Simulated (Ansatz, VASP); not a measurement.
**Al3GaN4: VASP beside Ansatz**

File INCAR:

```
  PREC = Accurate
  ENCUT = 520
  EDIFF = 1E-6
  ISMEAR = 0
  SIGMA = 0.05
  LREAL = F
  LASPH = T
  NELM = 100
  ALGO = Normal
  ISIF = 2
  LWAVE = F
  LCHARG = F
  GGA = PS
  NBANDS = 31
```

KPOINTS

```
regular mesh
0
Gamma
  6 6 6
```

File POSCAR:

```
Al3GaN4
1.0
    4.3630472571      0.2423915143      0.2423915143
    0.2423915143      4.3630472571      0.2423915143
    0.2423915143      0.2423915143      4.3630472571
Al Ga N
3 1 4
Direct
    0.5000000000      0.5000000000      0.0000000000
    0.5000000000      0.0000000000      0.5000000000
    0.0000000000      0.5000000000      0.5000000000
    0.0000000000      0.0000000000      0.0000000000
    0.7447140287      0.7447140287      0.2552859713
    0.7447140287      0.2552859713      0.7447140287
    0.2552859713      0.7447140287      0.7447140287
    0.2552859713      0.2552859713      0.2552859713
```

Input for Ansatz:

```yaml
crystal:
  lattice:
    - [4.3630472571, 0.2423915143, 0.2423915143]
    - [0.2423915143, 4.3630472571, 0.2423915143]
    - [0.2423915143, 0.2423915143, 4.3630472571]
  atoms:
    - { symbol: Al, position: [0.5, 0.5, 0.0] }
    - { symbol: Al, position: [0.5, 0.0, 0.5] }
    - { symbol: Al, position: [0.0, 0.5, 0.5] }
    - { symbol: Ga, position: [0.0, 0.0, 0.0] }
    - { symbol: "N", position: [0.7447140287, 0.7447140287, 0.2552859713] }
    - { symbol: "N", position: [0.7447140287, 0.2552859713, 0.7447140287] }
    - { symbol: "N", position: [0.2552859713, 0.7447140287, 0.7447140287] }
    - { symbol: "N", position: [0.2552859713, 0.2552859713, 0.2552859713] }
basis:
  ecutwfc: 520.0
kpoints:
  mp_grid: { grid: [6, 6, 6] }
hamiltonian:
  xc: pbesol
scf:
  occupations: { method: gaussian, width: 0.05 }
output:
  forces: true
  stress: true
  eigenvalues: true
```

Change from the starting cell: equal engineering shear yz, xz and xy +0.1100, equal normal strain along x, y and z -0.0100.

Alike in both runs: task single point; functional PBEsol; k mesh 6 × 6 × 6; occupations gaussian, width 0.05 eV; no spin polarisation.

|  | VASP | Ansatz |
| --- | --- | --- |
| version | VASP 6.6.1 | Ansatz 0.2.0 |
| potentials or method | VASP PAW PBE potentials, release 64 (Al, Ga_d, N), cutoff 520 eV | scalar-relativistic, plane waves, PAW |
| valence electrons in the cell | 42 | 42 |

```tsv
	VASP	Ansatz	Ansatz less VASP
gap on the k mesh at the Fermi level (eV)	2.35	2.36	+0.007
least direct gap on the mesh (eV)	2.35	2.36	+0.007
pressure (GPa)	15.4	15.3	-0.05
traceless stress, the component that is largest in VASP (GPa)	-22.92	-22.70	+0.214
rms of the force components (eV/Å)	0.601	0.595	-0.0062
```

VASP's potentials were made for PBE, not for PBEsol. Atom by atom the forces differ by 0.017 eV/Å (rms over components). With one functional, cell and mesh, what is left measures potentials, basis and numerics.
